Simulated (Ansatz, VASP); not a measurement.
Two plane-wave programs on HfC

File POSCAR:

```
HfC
1.0
    3.3976768237      0.0000000000      0.0000000000
   -1.6988384119      2.9424745678      0.0000000000
    0.0000000000      0.0000000000      5.2880195551
Hf C
2 2
Direct
    0.6666666667      0.3333333333      0.7500000000
    0.3333333333      0.6666666667      0.2500000000
    0.0000000000      0.0000000000      0.0000000000
    0.0000000000      0.0000000000      0.5000000000
```

File INCAR.step1:

```
SYSTEM = HfC
ALGO = Normal ; EDIFF = 1E-4
ENCUT = 520 ; GGA = PE
ISMEAR = -1 ; LASPH = .TRUE.
LCHARG = .FALSE. ; LREAL = .FALSE.
LWAVE = .TRUE. ; NBANDS = 22
NELM = 100 ; PREC = Accurate
SIGMA = 0.1
```

The input INCAR.step2:

```
SYSTEM = HfC
ALGO = Normal ; EDIFF = 1E-7
ENCUT = 520 ; ISIF = 2
ISMEAR = -1 ; ISTART = 1
LASPH = .TRUE. ; LCHARG = .FALSE.
LMIXTAU = .TRUE. ; LREAL = .FALSE.
LWAVE = .FALSE. ; METAGGA = R2SCAN
NBANDS = 22 ; NELM = 100
PREC = Accurate ; SIGMA = 0.1
```

File KPOINTS:

```
k-points
0
G
  8 8 5
  0 0 0
```

Input for Ansatz:

```yaml
crystal:
  lattice:
    - [3.397676823720242, 0.0, 0.0]
    - [-1.698838411860121, 2.9424745677534987, 0.0]
    - [0.0, 0.0, 5.288019555149634]
  atoms:
    - { symbol: Hf, position: [0.6666666666666666, 0.3333333333333333, 0.75] }
    - { symbol: Hf, position: [0.3333333333333333, 0.6666666666666666, 0.25] }
    - { symbol: C, position: [0.0, 0.0, 0.0] }
    - { symbol: C, position: [0.0, 0.0, 0.5] }
accuracy: low
basis:
  ecutwfc: 761.918814887664
kpoints:
  mp_grid:
    grid: [8, 8, 5]
hamiltonian:
  xc: r2scan
scf:
  mixing:
    algorithm: msr1
    beta: 0.4
    ndim: 12
  occupations:
    method: fermi_dirac
output:
  stress: true
```

Alike in both runs: task single point; functional r2SCAN; k mesh 8 × 8 × 5; no spin polarisation.

|  | VASP | Ansatz |
| --- | --- | --- |
| version | VASP 6.6.1 | Ansatz 0.2.0 |
| potentials or method | VASP PAW PBE potentials, release 64 (Hf_pv, C), cutoff 520 eV | plane waves, PAW |
| occupations | fermi-dirac, width 0.1 eV | fermi-dirac |
| valence electrons in the cell | 28 | 60 |

|  | VASP | Ansatz | Ansatz less VASP |
| --- | --- | --- | --- |
| pressure (GPa) | -14.1 | -13.0 | +1.16 |
| traceless stress, the component that is largest in VASP (GPa) | 4.29 | 4.23 | -0.062 |

VASP's potentials were made for PBE, not for r2SCAN. VASP's potentials hold 28 valence electrons a cell and Ansatz's 60, so a difference there can come from the potentials and not from the codes.

Spin-orbit coupling is off throughout.
